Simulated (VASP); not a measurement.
Here is a VASP 6.6.1 calculation.

Contents of INCAR:

```
SYSTEM = ZrB2
  PREC = Accurate
  ENCUT = 500
  EDIFF = 1E-6
  ISMEAR = 0
  SIGMA = 0.1
  LREAL = .False.
  LASPH = .True.
  NELM = 120
  ALGO = Normal
  ISIF = 2
  LWAVE = .False.
  LCHARG = .True.
  GGA = PE
  IVDW = 12
  LELF = .True.
  LVHAR = .True.
  NBANDS = 16
  GGA_COMPAT = .False.
```

File KPOINTS:

```
Automatic mesh
0
Gamma
  15 15 12
  0 0 0
```

The input POSCAR:

```
ZrB2
1.0
    3.1445108617      0.0000000000      0.0000000000
   -1.5722554308      2.7232262887      0.0000000000
    0.0000000000      0.0000000000      3.5102444887
Zr B
1 2
Direct
    0.0000000000      0.0000000000      0.0000000000
    0.3333333333      0.6666666667      0.5000000000
    0.6666666667      0.3333333333      0.5000000000
```

Potentials or basis: VASP PAW PBE potentials, release 64 (Zr_sv, B).

The run is started by

```bash
$ cat potpaw_PBE.64/Zr_sv/POTCAR potpaw_PBE.64/B/POTCAR > POTCAR
$ mpirun -np 1 vasp_std > vasp.out
```

(1) What does it give for the pressure?

(2) Predict the band gap on the k mesh.

(3) What does it give for the dispersion energy per atom?

Results:

(1) 0.2 GPa.

(2) zero (band 9 reaches 11.58 eV, above the bottom of band 10 at 10.54 eV).

(3) -0.399 eV.

Caveat: pairwise dispersion overbinds metals, which lowers pressure and volume.
